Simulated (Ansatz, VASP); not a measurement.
In: VASP beside Ansatz

```
In
1.0
     3.25597    0.00000    0.00000
     0.00000    3.25597    0.00000
     0.00000    0.00000    3.25597
In
1
Cartesian
  0.0000 0.0000 0.0000
```

Alike in both runs: task single point; functional BLYP; k mesh 16 × 16 × 16; occupations fermi-dirac, width 0.1 eV; no spin polarisation.

|  | VASP | Ansatz |
| --- | --- | --- |
| version | VASP 6.6.1 | Ansatz 0.2.0 |
| potentials or method | VASP PAW PBE potentials, release 64 (In_d), cutoff 520 eV | plane waves (420 eV) with PAW, scalar-relativistic |
| valence electrons in the cell | 13 | 13 |

```csv
,VASP,Ansatz,Ansatz less VASP
pressure (GPa),-0.6,-0.6,+0.04
```

VASP's potentials were made for PBE, not for BLYP. The functional is the same, so the differences come from potentials, cutoffs and numerics.
